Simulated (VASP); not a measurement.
# Al3GaSb4 (I-42m) in VASP: a series of runs, part 2 of 2

VASP 6.6.1. Earlier steps stand in the parts before.

### Step 4. Single point, PBE (volume scaled by 0.88, then relaxed in part)

Input file INCAR:

```
PREC     = Accurate       # precision mode
ENCUT    = 520            # plane-wave cutoff, eV
EDIFF    = 1E-7           # SCF threshold, eV
ISMEAR   = 0              # smearing method
SIGMA    = 0.02           # smearing width, eV
LREAL    = False          # projectors in reciprocal space
LASPH    = True           # aspherical terms in the spheres
NELM     = 100            # most SCF steps
ALGO     = Normal         # electronic algorithm
ISIF     = 2              # what is computed and relaxed
LWAVE    = False          # write WAVECAR
LCHARG   = False          # write CHGCAR
GGA      = PE             # functional
NBANDS   = 31             # bands
```

Input file KPOINTS:

```
Automatic mesh
0
Gamma
  6 6 6
```

Input file POSCAR:

```
Al3GaSb4
1.0
   -2.9814945915      2.9814945915      5.9627849895
    2.9814945915     -2.9814945915      5.9627849895
    2.9814945915      2.9814945915     -5.9627849895
Al Ga Sb
3 1 4
Direct
    0.5000000000      0.5000000000      0.0000000000
    0.2500000000      0.7500000000      0.5000000000
    0.7500000000      0.2500000000      0.5000000000
    0.0000000000      0.0000000000      0.0000000000
    0.6254937410      0.6254937410      0.5008943829
    0.1245993581      0.1245993581      0.4991056171
    0.8754006419      0.3745062590      0.0000000000
    0.3745062590      0.8754006419      0.0000000000
```

Potentials or basis: VASP PAW PBE potentials, release 64 (Al, Ga_d, Sb).

Launch:

```bash
> cat potpaw_PBE.64/Al/POTCAR potpaw_PBE.64/Ga_d/POTCAR potpaw_PBE.64/Sb/POTCAR > POTCAR
> mpirun -np 1 vasp_std > vasp.out
```

OUTCAR:

```text
PREC = Accurate
   ENCUT = 520
   EDIFF = 1E-7
   ISMEAR = 0
   LREAL = False
   LASPH = True
   NELM = 100
   ISIF = 2
   GGA = PE

 ion  position               nearest neighbor table
   1  0.500  0.500  0.000-   5 2.58   6 2.58   8 2.58   7 2.58
   2  0.250  0.750  0.500-   5 2.58   8 2.58   7 2.58   6 2.58
   3  0.750  0.250  0.500-   5 2.58   7 2.58   8 2.58   6 2.58
   4  0.000  0.000  0.000-   5 2.58   6 2.58   7 2.58   8 2.58
   5  0.625  0.625  0.501-   4 2.58   3 2.58   2 2.58   1 2.58
   6  0.125  0.125  0.499-   4 2.58   3 2.58   2 2.58   1 2.58
   7  0.875  0.375  0.000-   4 2.58   2 2.58   3 2.58   1 2.58
   8  0.375  0.875  0.000-   4 2.58   3 2.58   2 2.58   1 2.58

  LATTYP: Found a body centered tetragonal cell.
 ALAT       =     5.9629891830
 C/A-ratio  =     1.9999315130

  Lattice vectors:

 A1 = (  -2.9814945915,   2.9814945915,   5.9627849895)
 A2 = (   2.9814945915,  -2.9814945915,   5.9627849895)
 A3 = (   2.9814945915,   2.9814945915,  -5.9627849895)

Analysis of symmetry for initial positions (statically):
=====================================================================
 Subroutine PRICEL returns:
 Original cell was already a primitive cell.

 Routine SETGRP: Setting up the symmetry group for a
 body centered tetragonal supercell.

 Subroutine GETGRP returns: Found  8 space group operations
 (whereof  8 operations were pure point group operations)
 out of a pool of 16 trial point group operations.

The static configuration has the point symmetry D_2d.

Analysis of symmetry for dynamics (positions and initial velocities):
=====================================================================
 Subroutine PRICEL returns:
[... 134 lines left out ...]
   EMIN   =  10.00;   EMAX   =-10.00  energy-range for DOS
   EFERMI =   0.00;   METHOD = LEGACY
   ISMEAR =     0;   SIGMA  =   0.02  broadening in eV -4-tet -1-fermi 0-gaus
   EFERMI_NEDOS =   21; number of points for ismear=-14 and -15
   IALGO  =     38    algorithm
   IMIX   =      4    mixing-type and parameters
     AMIX     =   0.40;   BMIX     =  1.00
     AMIX_MAG =   1.60;   BMIX_MAG =  1.00
  volume/ion in A,a.u.               =      26.50       178.85
  Fermi-wavevector in a.u.,A,eV,Ry     =   0.954331  1.803423 12.391465  0.910747
  Thomas-Fermi vector in A             =   2.083067
   LORBIT       =      0    0 simple, 1 ext, 2 COOP (PROOUT), +10 PAW based schemes
   GGA     = PE    functional components
   LHFCALC =     F    Hartree Fock is set to
   AEXX    =    0.0000 exact exchange contribution
   IVDW    =     0    specifies the selected vdW correction
   LEPSILON=     F    determine dielectric tensor
   LRPA    =     F    only Hartree local field effects (RPA)
 non-spin polarized calculation
 Gauss-broadening in eV      SIGMA  =   0.02
  energy-cutoff  :      520.00
  volume of cell :      212.02
 maximum number of plane-waves:      5772
   NGX = 27   NGY = 27   NGZ = 27

 number of electron      41.9999992 magnetization

 Free energy of the ion-electron system (eV)
  ---------------------------------------------------
  ext. energy  EPLUGINS =         0.00000000
  ---------------------------------------------------
  free energy    TOTEN  =       -31.30143891 eV

  energy without entropy =      -31.30143891  energy(sigma->0) =      -31.30143891

 E-fermi :   5.8187     XC(G=0):  -9.0991

 val. band max:        5.6764013966   @ k =   0.0000   0.0000   0.0000
 cond. band min:       6.5612315602   @ k =   0.5000   0.5000   0.5000
 fundamental gap:      0.8848301637
 Fermi energy:         5.8187483122

 k-point     1 :       0.0000    0.0000    0.0000
  band No.  band energies     occupation
      1      -9.2824      2.00000
      2      -9.2824      2.00000
      3      -9.2818      2.00000
      4      -9.2243      2.00000
      5      -9.2242      2.00000
      6      -5.7823      2.00000
[... 805 lines left out ...]
     30       9.4366      0.00000
     31      10.3507      0.00000

 [... further k-points ...]
[... 5 lines left out ...]
  --------------------------------------------------------------------------------------
  -------------------------------------------------------------------------------------
  Total       11.2571612     11.2571612     11.2545458      0.0000000     -0.0000000      0.0000000
  in kB       85.0672265     85.0672265     85.0474629      0.0000000     -0.0000000      0.0000000
  external PRESSURE =      85.0606387 kB  Pullay stress =       0.0000000 kB

 VOLUME and BASIS-vectors are now :
 -----------------------------------------------------------------------------
  energy-cutoff  :      520.00
  volume of cell :      212.02
      direct lattice vectors                 reciprocal lattice vectors
    -2.981494592  2.981494592  5.962784990     0.000000000  0.167701126  0.083853434
     2.981494592 -2.981494592  5.962784990     0.167701126  0.000000000  0.083853434
     2.981494592  2.981494592 -5.962784990     0.167701126  0.167701126  0.000000000

 POSITION                                       TOTAL-FORCE (eV/Angst)
 -----------------------------------------------------------------------------------
      0.00000      0.00000      5.96278         0.000000     -0.000000      0.000000
      2.98149      0.00000      2.98139         0.000000     -0.000000      0.000000
      0.00000      2.98149      2.98139         0.000000     -0.000000      0.000000
      0.00000      0.00000      0.00000         0.000000     -0.000000      0.000000
      1.49341      1.49341      4.47264         0.017385      0.017385      0.018510
      1.48808      1.48808     -1.49014        -0.017385     -0.017385      0.018510
     -1.49341      1.49341      7.45293        -0.017385      0.017385     -0.018510
      1.49341     -1.49341      7.45293         0.017385     -0.017385     -0.018510
 -----------------------------------------------------------------------------------
    total drift:                               -0.000002     -0.000002      0.000001

  FREE ENERGIE OF THE ION-ELECTRON SYSTEM (eV)
  ---------------------------------------------------
  free  energy   TOTEN  =       -31.3014389075 eV

  energy  without entropy=      -31.3014389075  energy(sigma->0) =      -31.30143891
```

OSZICAR:

```text
N       E                     dE             d eps       ncg     rms          rms(c)
DAV:   1     0.239315747330E+03    0.23932E+03   -0.15932E+04  1916   0.126E+03
DAV:   2    -0.420017815157E+01   -0.24352E+03   -0.23297E+03  2029   0.269E+02
DAV:   3    -0.306894401763E+02   -0.26489E+02   -0.25551E+02  2195   0.852E+01
DAV:   4    -0.316604257541E+02   -0.97099E+00   -0.96803E+00  2359   0.172E+01
DAV:   5    -0.316848974708E+02   -0.24472E-01   -0.24466E-01  2435   0.283E+00    0.749E+00
DAV:   6    -0.313930842877E+02    0.29181E+00   -0.30346E-01  2474   0.455E+00    0.469E+00
DAV:   7    -0.312976739895E+02    0.95410E-01   -0.38115E-01  2078   0.251E+00    0.721E-01
DAV:   8    -0.313000772606E+02   -0.24033E-02   -0.28463E-02  2214   0.150E+00    0.237E-01
DAV:   9    -0.313012780756E+02   -0.12008E-02   -0.49882E-03  2138   0.435E-01    0.876E-02
DAV:  10    -0.313012802353E+02   -0.21597E-05   -0.25509E-04  2526   0.943E-02    0.369E-02
DAV:  11    -0.313014204959E+02   -0.14026E-03   -0.14354E-04  2042   0.529E-02    0.978E-03
DAV:  12    -0.313014376252E+02   -0.17129E-04   -0.19882E-05  2331   0.197E-02    0.472E-03
DAV:  13    -0.313014388754E+02   -0.12502E-05   -0.26914E-06  2125   0.864E-03    0.274E-03
DAV:  14    -0.313014389075E+02   -0.32085E-07   -0.51791E-08  1855   0.136E-03
   1 F= -.31301439E+02 E0= -.31301439E+02  d E =-.104556E-25
```

It took 5.9 min on 1 thread of Intel Xeon 6975P-C, shared host; peak memory 0.52 GiB.

Results:

```
Free energy            : -31.3014 eV
Pressure               : 8.5 GPa
Largest force          : 0.031 eV/Å
Band gap on the k mesh : 0.88 eV, indirect (least direct gap 1.06 eV)
```

Forces on the atoms (eV/Å):
```
Al   0.000  0.000  0.000
Al   0.000  0.000  0.000
Al   0.000  0.000  0.000
Ga   0.000  0.000  0.000
Sb   0.017  0.017  0.019
Sb  -0.017 -0.017  0.019
Sb  -0.017  0.017 -0.019
Sb   0.017 -0.017 -0.019
```

Caveat: spin-orbit coupling is left out, which moves the levels of the heavy elements. A k mesh can miss the band edges.

### Step 5. Single point, PBE (volume scaled by 0.91, then relaxed in part)

Input file INCAR:

```
PREC = Accurate
ENCUT = 520
EDIFF = 1E-6
ISMEAR = 0
SIGMA = 0.02
LREAL = F
LASPH = T
NELM = 100
ALGO = Normal
ISIF = 2
LWAVE = F
LCHARG = F
GGA = PE
NBANDS = 31
```

Input file KPOINTS:

```
regular mesh
0
Gamma
  6 6 6
```

POSCAR, as its differences from that of step 4:

```diff
@@ -2,5 +2,5 @@
 1.0
-   -2.9814945915      2.9814945915      5.9627849895
-    2.9814945915     -2.9814945915      5.9627849895
-    2.9814945915      2.9814945915     -5.9627849895
+   -3.0149973349      3.0149973349      6.0297881818
+    3.0149973349     -3.0149973349      6.0297881818
+    3.0149973349      3.0149973349     -6.0297881818
 Al Ga Sb
```

Launch:

```bash
> cat potpaw_PBE.64/Al/POTCAR potpaw_PBE.64/Ga_d/POTCAR potpaw_PBE.64/Sb/POTCAR > POTCAR
> mpirun -np 1 vasp_std > vasp.out
```

Wall time 5.5 min (1 thread of Intel Xeon 6975P-C, shared host); peak memory 0.54 GiB.

The run converged. Its results:

```
Free energy            : -31.6241 eV
Pressure               : 5.9 GPa
Largest force          : 0.022 eV/Å
Band gap on the k mesh : 0.93 eV, indirect (least direct gap 1.13 eV)
```

Forces in eV/Å, atoms in the order of the input:
```
Al   0.000  0.000  0.000
Al   0.000  0.000  0.000
Al   0.000  0.000  0.000
Ga   0.000  0.000  0.000
Sb   0.012  0.012  0.014
Sb  -0.012 -0.012  0.014
Sb  -0.012  0.012 -0.014
Sb   0.012 -0.012 -0.014
```

Levels at points of the mesh, in eV from the valence-band top:
| k point | band 18 | band 19 | band 20 | band 21 | band 22 | band 23 | band 24 | band 25 |
| --- | --- | --- | --- | --- | --- | --- | --- | --- |
| (0.00, 0.00, 0.00) | -2.44 | -0.01 | 0.00 | 0.00 | 1.13 | 1.13 | 1.73 | 3.04 |
| (0.50, 0.00, 0.00) | -2.13 | -2.13 | -1.21 | -1.15 | 2.39 | 2.72 | 2.91 | 2.97 |
| (0.50, 0.50, 0.00) | -1.04 | -1.04 | -1.01 | -1.01 | 0.95 | 1.48 | 2.52 | 2.52 |
| (0.50, 0.50, 0.50) | -1.60 | -1.60 | -1.53 | -1.53 | 0.93 | 1.12 | 1.12 | 1.44 |

Caveat: spin-orbit coupling is left out, which moves the levels of the heavy elements. A k mesh can miss the band edges.

### Step 6. Single point, PBE (volume scaled by 0.94, then relaxed in part)

Input file INCAR:

```
SYSTEM = Al3GaSb4
ALGO     = Normal         ! electronic algorithm
EDIFF    = 1E-6           ! SCF threshold, eV
ENCUT    = 520            ! plane-wave cutoff, eV
GGA      = PE             ! functional
ISIF     = 2              ! what is computed and relaxed
ISMEAR   = 0              ! smearing method
LASPH    = .True.         ! aspherical terms in the spheres
LCHARG   = .False.        ! write CHGCAR
LREAL    = .False.        ! projectors in reciprocal space
LWAVE    = .False.        ! write WAVECAR
NBANDS   = 31             ! bands
NELM     = 80             ! most SCF steps
PREC     = Accurate       ! precision mode
SIGMA    = 0.02           ! smearing width, eV
```

Input file KPOINTS:

```
k-points
0
Gamma
  6 6 6
  0 0 0
```

POSCAR, as its differences from that of step 5:

```diff
@@ -2,5 +2,5 @@
 1.0
-   -3.0149973349      3.0149973349      6.0297881818
-    3.0149973349     -3.0149973349      6.0297881818
-    3.0149973349      3.0149973349     -6.0297881818
+   -3.0477716127      3.0477716127      6.0953344929
+    3.0477716127     -3.0477716127      6.0953344929
+    3.0477716127      3.0477716127     -6.0953344929
 Al Ga Sb
```

Potentials or basis: VASP PAW PBE potentials, release 64 (Al, Ga_d, Sb).

Launch:

```bash
> cat potpaw_PBE.64/Al/POTCAR potpaw_PBE.64/Ga_d/POTCAR potpaw_PBE.64/Sb/POTCAR > POTCAR
> mpirun -np 1 vasp_std > vasp.out
```

It took 5.9 min on 1 thread of Intel Xeon 6975P-C, shared host; peak memory 0.55 GiB.

Results (log left out):

```
Free energy            : -31.8372 eV
Pressure               : 3.6 GPa
Largest force          : 0.013 eV/Å
Band gap on the k mesh : 0.88 eV, indirect (least direct gap 1.09 eV)
```

Forces on the atoms (eV/Å):
```
Al   0.000  0.000  0.000
Al   0.000  0.000  0.000
Al   0.000  0.000  0.000
Ga   0.000  0.000  0.000
Sb   0.007  0.007  0.008
Sb  -0.007 -0.007  0.008
Sb  -0.007  0.007 -0.008
Sb   0.007 -0.007 -0.008
```

Levels at points of the mesh, in eV from the valence-band top:
```tsv
k point	band 19	band 20	band 21	band 22	band 23	band 24
(0.00, 0.00, 0.00)	-0.01	0.00	0.00	1.09	1.19	1.55
(0.50, 0.00, 0.00)	-2.04	-1.17	-1.11	2.36	2.70	2.89
(0.50, 0.50, 0.00)	-1.00	-0.97	-0.97	0.88	1.38	2.47
(0.50, 0.50, 0.50)	-1.53	-1.46	-1.46	0.96	1.19	1.19
```

Caveat: spin-orbit coupling is left out, which moves the levels of the heavy elements. A k mesh can miss the band edges.

### Step 7. The runs side by side

```tsv
cell	k mesh	smearing	gap on the mesh (eV)	pressure (GPa)	largest force (eV/Å)
a = 7.621 Å, angles 131.8, 131.8, 70.5°, 8 atoms	4 × 4 × 4	gaussian 0.1 eV	0.73	0.1	0.01
a = 6.222, b = 6.222, c = 7.621 Å, angles 114.1, 114.1, 90.0°, 8 atoms	4 × 4 × 4	gaussian 0.1 eV	0.73	0.1	0.01
a = 7.303 Å, angles 131.8, 131.8, 70.5°, 8 atoms	6 × 6 × 6	gaussian 0.02 eV	0.88	8.5	0.03
a = 7.385 Å, angles 131.8, 131.8, 70.5°, 8 atoms	6 × 6 × 6	gaussian 0.02 eV	0.93	5.9	0.02
a = 7.465 Å, angles 131.8, 131.8, 70.5°, 8 atoms	6 × 6 × 6	gaussian 0.02 eV	0.88	3.6	0.01
```

Alike in all rows: task single point; level PBE; potentials or basis VASP PAW PBE potentials, release 64 (Al, Ga_d, Sb); no spin polarisation; cutoff (eV) 520.

Caveats: spin-orbit coupling is left out, which moves the levels of the heavy elements.

Total energies depend on the potentials used, so only differences within one code and one set of settings carry meaning.
